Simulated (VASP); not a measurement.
Write the native input for VASP 6.6.1 that does the following.

* Task: single point
* Functional: PBE
* Potentials or basis: VASP PAW PBE potentials, release 64 (Ca_sv, Ir)
* Cutoff: 520 eV
* k mesh: 6 × 6 × 6
* Occupations: gaussian, width 0.1 eV
* Spin: no spin polarisation
* Dipole correction: no
* Further INCAR settings: ALGO = Normal; EDIFF = 1e-06; NBANDS = 22

The structure of Ca2Ir lies in POSCAR:

```
Ca2Ir
1.0
    1.6572242700      0.9567988800      5.5734741800
   -1.6572242700      0.9567988800      5.5734741800
    0.0000000000     -1.9135977500      5.5734741800
Ca Ir
2 1
Direct
    0.2500000000      0.2500000000      0.2500000000
    0.7500000000      0.7500000000      0.7500000000
    0.0000000000      0.0000000000      0.0000000000
```

The cell was built from a structure type or drawn by symmetry, and may not be a known phase.

These files were run (other wordings do the same):

INCAR

```
SYSTEM = Ca2Ir
ALGO = Normal ; EDIFF = 1E-6
ENCUT = 520 ; GGA = PE
ISIF = 2 ; ISMEAR = 0
LASPH = .True. ; LCHARG = .False.
LREAL = .False. ; LWAVE = .False.
NBANDS = 22 ; NELM = 100
PREC = Accurate ; SIGMA = 0.1
```

KPOINTS

```
k-points
0
Gamma
  6 6 6
  0 0 0
```

Potentials or basis: VASP PAW PBE potentials, release 64 (Ca_sv, Ir).

Run with:

```sh
$ cat potpaw_PBE.64/Ca_sv/POTCAR potpaw_PBE.64/Ir/POTCAR > POTCAR
$ mpirun -np 1 vasp_std > vasp.out
```

Results of the run:

```json
{"Pressure": "66.7 GPa", "Largest force": "5.772 eV/Å", "Band gap on the k mesh": "zero (an odd number of electrons rules out a gap without spin polarisation)"}
```

Caveat: the k points lie up to 0.37 Å⁻¹ apart, too coarse for converged energies and pressures of a metal; spin-orbit coupling is left out, which moves the levels of the heavy elements; forces of over 1 eV/Å act on the atoms, so gaps and moduli don't describe the material at rest.

It took 2 min on 1 thread of Intel(R) Xeon(R) Platinum 8259CL CPU @ 2.50GHz (Skylake/Cascade Lake) (shared host), peak memory 0.33 GiB.
